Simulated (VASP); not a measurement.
Here is a VASP 6.6.1 calculation.

The input INCAR:

```
PREC = Accurate
ENCUT = 520
EDIFF = 1E-6
ISMEAR = 0
SIGMA = 0.15
LREAL = F
LASPH = T
NELM = 100
ALGO = Normal
ISIF = 2
LWAVE = F
LCHARG = F
GGA = PE
NBANDS = 10
```

KPOINTS

```
regular mesh
0
Gamma
  22 22 22
```

File POSCAR:

```
Ir
1.0
    0.0000000000      2.1964674419      1.3820173145
    2.1964674419      0.0000000000      1.3820173145
    2.1964674419      2.1964674419      0.0000000000
Ir
1
Direct
    0.0000000000      0.0000000000      0.0000000000
```

Potentials or basis: VASP PAW PBE potentials, release 64 (Ir).

The run is started by

```bash
$ cat potpaw_PBE.64/Ir/POTCAR > POTCAR
$ mpirun -np 1 vasp_std > vasp.out
```

**Question.** Estimate the pressure.

**Answer.** 48.7 GPa.

**Question.** Estimate the band gap on the k mesh.

**Answer.** Zero (an odd number of electrons rules out a gap without spin polarisation).

Stress tensor (GPa, compression positive):
```
61.75  0.00  0.00
 0.00 61.75  0.00
 0.00  0.00 22.67
```

Caveat: the stress differs along the axes, from 23 to 62 GPa; spin-orbit coupling is left out, which moves the levels of the heavy elements.
